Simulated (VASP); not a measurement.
# ZnO (zincite) (P6_3mc) in VASP: a series of runs, part 2 of 2

VASP 6.6.1. Earlier steps stand in the parts before.

### 3 Single point, RPBE+D3(BJ)

This run uses another cell than the first one, of 12.14 Å³/atom, 1.020 times its volume.

Contents of INCAR:

```
ALGO = Normal ; EDIFF = 1E-6
ENCUT = 520 ; GGA = RP
ISIF = 2 ; ISMEAR = -1
IVDW = 12 ; LASPH = T
LCHARG = F ; LREAL = F
LWAVE = F ; NBANDS = 26
NELM = 100 ; PREC = Accurate
SIGMA = 0.05
```

Contents of KPOINTS:

```
k-points
0
Gamma
  9 9 5
```

Contents of POSCAR:

```
ZnO
1.0
    3.2708272232      0.0000000000      0.0000000000
   -1.6354136116      2.8326194666      0.0000000000
    0.0000000000      0.0000000000      5.2401848988
Zn O
2 2
Direct
    0.6666666667      0.3333333333      0.0000000000
    0.3333333333      0.6666666667      0.5000000000
    0.3333333333      0.6666666667      0.8790100000
    0.6666666667      0.3333333333      0.3790100000
```

Potentials or basis: VASP PAW PBE potentials, release 64 (Zn, O).

The run is started by

```bash
> cat potpaw_PBE.64/Zn/POTCAR potpaw_PBE.64/O/POTCAR > POTCAR
> mpirun -np 1 vasp_std > vasp.out
```

OUTCAR:

```text
EDIFF = 1E-6
   ENCUT = 520
   GGA = RP
   ISIF = 2
   ISMEAR = -1
   IVDW = 12
   LASPH = T
   LREAL = F
   NELM = 100
   PREC = Accurate
 IVDW          = 12

 ion  position               nearest neighbor table
   1  0.667  0.333  0.000-   4 1.99   3 1.99   3 1.99   3 1.99
   2  0.333  0.667  0.500-   3 1.99   4 1.99   4 1.99   4 1.99
   3  0.333  0.667  0.879-   2 1.99   1 1.99   1 1.99   1 1.99
   4  0.667  0.333  0.379-   1 1.99   2 1.99   2 1.99   2 1.99

  LATTYP: Found a hexagonal cell.
 ALAT       =     3.2708272232
 C/A-ratio  =     1.6020977390

  Lattice vectors:

 A1 = (   3.2708272232,   0.0000000000,   0.0000000000)
 A2 = (  -1.6354136116,   2.8326194666,   0.0000000000)
 A3 = (   0.0000000000,   0.0000000000,   5.2401848988)

Analysis of symmetry for initial positions (statically):
=====================================================================
 Subroutine PRICEL returns:
 Original cell was already a primitive cell.

 Routine SETGRP: Setting up the symmetry group for a
 hexagonal supercell.

 Subroutine GETGRP returns: Found 12 space group operations
 (whereof  6 operations were pure point group operations)
 out of a pool of 24 trial point group operations.

The static configuration has the point symmetry C_3v.
 The point group associated with its full space group is C_6v.

Analysis of symmetry for dynamics (positions and initial velocities):
=====================================================================
 Subroutine PRICEL returns:
 Original cell was already a primitive cell.

 Routine SETGRP: Setting up the symmetry group for a
 hexagonal supercell.

 Subroutine GETGRP returns: Found 12 space group operations
 (whereof  6 operations were pure point group operations)
[... 121 lines left out ...]
   EFERMI =   0.00;   METHOD = LEGACY
   ISMEAR =    -1;   SIGMA  =   0.05  broadening in eV -4-tet -1-fermi 0-gaus
   EFERMI_NEDOS =   21; number of points for ismear=-14 and -15
   IALGO  =     38    algorithm
   IMIX   =      4    mixing-type and parameters
     AMIX     =   0.40;   BMIX     =  1.00
     AMIX_MAG =   1.60;   BMIX_MAG =  1.00
  volume/ion in A,a.u.               =      12.14        81.91
  Fermi-wavevector in a.u.,A,eV,Ry     =   1.481761  2.800122 29.873168  2.195616
  Thomas-Fermi vector in A             =   2.595631
   LORBIT       =      0    0 simple, 1 ext, 2 COOP (PROOUT), +10 PAW based schemes
   GGA     = RP    functional components
   LHFCALC =     F    Hartree Fock is set to
   AEXX    =    0.0000 exact exchange contribution
   IVDW    =    12    specifies the selected vdW correction
   LEPSILON=     F    determine dielectric tensor
   LRPA    =     F    only Hartree local field effects (RPA)
 non-spin polarized calculation
  energy-cutoff  :      520.00
  volume of cell :       48.55
 maximum number of plane-waves:      1323
   NGX = 13   NGY = 13   NGZ = 19

 number of electron      36.0000022 magnetization

 Free energy of the ion-electron system (eV)
  ---------------------------------------------------
  ext. energy  EPLUGINS =         0.00000000
  ---------------------------------------------------
  free energy    TOTEN  =       -16.30966217 eV

  energy without entropy =      -16.30965990  energy(sigma->0) =      -16.30966104

 E-fermi :   1.6740     XC(G=0): -10.5457

 val. band max:        1.2057361740   @ k =   0.0000   0.0000   0.0000
 cond. band min:       2.0591271681   @ k =   0.0000   0.0000   0.0000
 fundamental gap:      0.8533909941
 Fermi energy:         1.6740440928

 k-point     1 :       0.0000    0.0000    0.0000
  band No.  band energies     occupation
      1     -16.8105      2.00000
      2     -16.1246      2.00000
      3      -4.3738      2.00000
      4      -4.3738      2.00000
      5      -4.3362      2.00000
      6      -4.2329      2.00000
[... 685 lines left out ...]
     25      14.8437      0.00000
     26      15.7064      0.00000

 [... further k-points ...]

------------------------ aborting loop because EDIFF is reached ----------------------------------------

 Edisp (eV)   -3.26183

 E8    (eV) :    -1.8250

  FORCE on cell =-STRESS in cart. coord.  units (eV):
  Direction    XX          YY          ZZ          XY          YZ          ZX
  --------------------------------------------------------------------------------------
  -------------------------------------------------------------------------------------
  Total      -2.22152    -2.22152    -1.83643     0.00000    -0.00000     0.00000
  in kB     -73.31078   -73.31078   -60.60271     0.00000    -0.00000     0.00000
  external pressure =      -69.07 kB  Pullay stress =        0.00 kB

 VOLUME and BASIS-vectors are now :
 -----------------------------------------------------------------------------
  energy-cutoff  :      520.00
  volume of cell :       48.55
      direct lattice vectors                 reciprocal lattice vectors
     3.270827223  0.000000000  0.000000000     0.305733055  0.176515062  0.000000000
    -1.635413612  2.832619467  0.000000000     0.000000000  0.353030123  0.000000000
     0.000000000  0.000000000  5.240184899     0.000000000  0.000000000  0.190832961

 POSITION                                       TOTAL-FORCE (eV/Angst)
 -----------------------------------------------------------------------------------
      1.63541      0.94421      0.00000        -0.000000      0.000000     -0.085521
     -0.00000      1.88841      2.62009         0.000000     -0.000000     -0.085521
     -0.00000      1.88841      4.60617         0.000000      0.000000      0.085521
      1.63541      0.94421      1.98608        -0.000000     -0.000000      0.085521
 -----------------------------------------------------------------------------------
    total drift:                               -0.000001     -0.000001     -0.000994

  FREE ENERGIE OF THE ION-ELECTRON SYSTEM (eV)
  ---------------------------------------------------
  free  energy   TOTEN  =       -19.5714931217 eV

  energy  without entropy=      -19.5714908458  energy(sigma->0) =      -19.57149198
```

Run time: 14 s. Hardware: 1 thread of Intel Xeon 6975P-C (Granite Rapids), shared host; peak memory 0.19 GiB.

Results:

- Free energy: -19.5715 eV
- Pressure: -6.9 GPa
- Largest force: 0.086 eV/Å
- Band gap on the k mesh: 0.85 eV, direct
- Dispersion energy per atom: -0.815 eV

Forces in eV/Å, atoms in the order of the input:
```
Zn   0.000  0.000 -0.086
Zn   0.000  0.000 -0.086
O    0.000  0.000  0.086
O    0.000  0.000  0.086
```

Levels at points of the mesh, in eV from the valence-band top:
| k point | band 15 | band 16 | band 17 | band 18 | band 19 | band 20 | band 21 | band 22 |
| --- | --- | --- | --- | --- | --- | --- | --- | --- |
| (0.00, 0.00, 0.00) | -0.79 | -0.06 | 0.00 | 0.00 | 0.85 | 5.24 | 8.31 | 12.85 |

Caveat: the PAW data sets were made with another functional, which shifts forces and pressure a little. RPBE gaps usually lie below the measured ones, often by a third to a half.
